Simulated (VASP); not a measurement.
The system is MgH2Ir2.

```
Mg H Ir
1.0
    -1.82808    1.82808    4.39226
     1.82808   -1.82808    4.39226
     1.82808    1.82808   -4.39226
Mg H Ir
1 2 2
Direct
  0.00000 0.00000 0.00000
  0.61870 0.61870 0.00000
  0.38130 0.38130 0.00000
  0.25000 0.75000 0.50000
  0.75000 0.25000 0.50000
```

The cell was generated, and may not be a known phase.

```yaml
Program: VASP 6.6.1
Task: relaxation of cell and atoms
Functional: PBE
Potentials_or_basis: VASP PAW PBE potentials, release 64 (Mg, H, Ir)
Cutoff: 600 eV
k_mesh: 6 × 6 × 6
Occupations: gaussian, width 0.1 eV
Spin: no spin polarisation
```

At the start: pressure 0.1 GPa; volume 11.74 Å³/atom.

Where does the relaxation end?

Over 12 steps the energy falls by 215.2 meV/atom and the volume is 12.25 Å³/atom (+4.3 %); space group I4/mmm (No. 139, to 0.1 Å) before and after.

The path:
| step | energy change (eV) | largest force (eV/Å) | pressure (GPa) | volume (Å³) |
| --- | --- | --- | --- | --- |
| 1 | 0.0000 | 1.4452 | 0.08 | 58.71 |
| 2 | -0.3071 | 1.3515 | -2.18 | 58.71 |
| 3 | -0.4845 | 1.1072 | -4.59 | 58.45 |
| 4 | -0.6676 | 0.7488 | 3.23 | 56.21 |
| 5 | -0.6908 | 0.5601 | 8.02 | 55.06 |
| 6 | -0.8805 | 0.3675 | 5.22 | 56.71 |
| 7 | -1.0729 | 0.0360 | -0.77 | 61.55 |
| 8 | -1.0738 | 0.0202 | -0.45 | 61.27 |
| 9 | -1.0738 | 0.0128 | -0.27 | 61.14 |
| 10 | -1.0751 | 0.0324 | 0.73 | 60.93 |
| 11 | -1.0752 | 0.0282 | 0.49 | 60.98 |
| 12 | -1.0759 | 0.0203 | 0.05 | 61.26 |

Final structure:
```yaml
crystal:
  lattice:
    - [-1.89779, 1.89779, 4.25228]
    - [1.89779, -1.89779, 4.25228]
    - [1.89779, 1.89779, -4.25228]
  atoms:
    - { symbol: Mg, position: [0.00000, 0.00000, 0.00000] }
    - { symbol: H, position: [0.70271, 0.70271, 0.00000] }
    - { symbol: H, position: [0.29729, 0.29729, 0.00000] }
    - { symbol: Ir, position: [0.25000, 0.75000, 0.50000] }
    - { symbol: Ir, position: [0.75000, 0.25000, 0.50000] }
```
